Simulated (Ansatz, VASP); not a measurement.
**One calculation of AlN, two programs**

Contents of INCAR:

```
PREC = Accurate
ENCUT = 600
EDIFF = 1E-6
ISMEAR = 0
SIGMA = 0.1
LREAL = False
LASPH = True
NELM = 60
ALGO = Normal
ISIF = 3
LWAVE = False
LCHARG = False
GGA = PE
IBRION = 2
NSW = 100
EDIFFG = -0.01
```

The input KPOINTS:

```
Automatic mesh
0
Gamma
  10 10 10
```

Contents of POSCAR:

```
AlN
1.0
   -2.8843183850      2.8843183850      2.4842419478
    2.8843183850     -2.8843183850      2.4842419478
    2.8843183850      2.8843183850     -2.4842419478
Al N
4 4
Direct
    0.4938329137      0.4938329137      0.4062623730
    0.0875705407      0.0875705407      0.5937376270
    0.5061670863      0.9124294593      0.0000000000
    0.9124294593      0.5061670863      0.0000000000
    0.0000000000      0.3063521491      0.3063521491
    0.0000000000      0.6936478509      0.6936478509
    0.3063521491      0.0000000000      0.3063521491
    0.6936478509      0.0000000000      0.6936478509
```

Input for Ansatz:

```yaml
crystal:
  lattice:
    - [-2.884318385, 2.884318385, 2.4842419478]
    - [2.884318385, -2.884318385, 2.4842419478]
    - [2.884318385, 2.884318385, -2.4842419478]
  atoms:
    - { symbol: Al, position: [0.4938329137, 0.4938329137, 0.406262373] }
    - { symbol: Al, position: [0.0875705407, 0.0875705407, 0.593737627] }
    - { symbol: Al, position: [0.5061670863, 0.9124294593, 0.0] }
    - { symbol: Al, position: [0.9124294593, 0.5061670863, 0.0] }
    - { symbol: "N", position: [0.0, 0.3063521491, 0.3063521491] }
    - { symbol: "N", position: [0.0, 0.6936478509, 0.6936478509] }
    - { symbol: "N", position: [0.3063521491, 0.0, 0.3063521491] }
    - { symbol: "N", position: [0.6936478509, 0.0, 0.6936478509] }
basis:
  ecutwfc: 420
kpoints:
  mp_grid: { grid: [10, 10, 10] }
hamiltonian:
  xc: pbe
scf:
  occupations: { method: gaussian, width: 0.1 }
output:
  forces: true
  stress: true
  eigenvalues: true
  write_density: true
  write_potential: true
  elf: true
  volumetric_format: npy
relax:
  adjacent_minimum: "off"
  f_tol: 0.01
  max_steps: 80
  cell: { stress_tol: 0.05 }
```

Alike in both runs: task relaxation of cell and atoms; functional PBE; k mesh 10 × 10 × 10; occupations gaussian, width 0.1 eV; no spin polarisation.

|  | VASP | Ansatz |
| --- | --- | --- |
| version | VASP 6.6.1 | Ansatz 0.2.0 |
| potentials or method | VASP PAW PBE potentials, release 64 (Al, N), cutoff 600 eV | scalar-relativistic, plane waves, PAW |
| valence electrons in the cell | 32 | 32 |

Ansatz gave:

- gap on the k mesh at the Fermi level, each at its own relaxed structure (eV): none
- relaxed volume (Å³/atom): 10.34
- relaxed cell length with the largest relative difference (Å): 4.777

**Question.** Estimate VASP's values.

**Answer.** gap on the k mesh at the Fermi level, each at its own relaxed structure (eV): none; relaxed volume (Å³/atom): 10.32; relaxed cell length with the largest relative difference (Å): 4.774.

A gap of «none» marks a metal or a gap that the smearing closes.
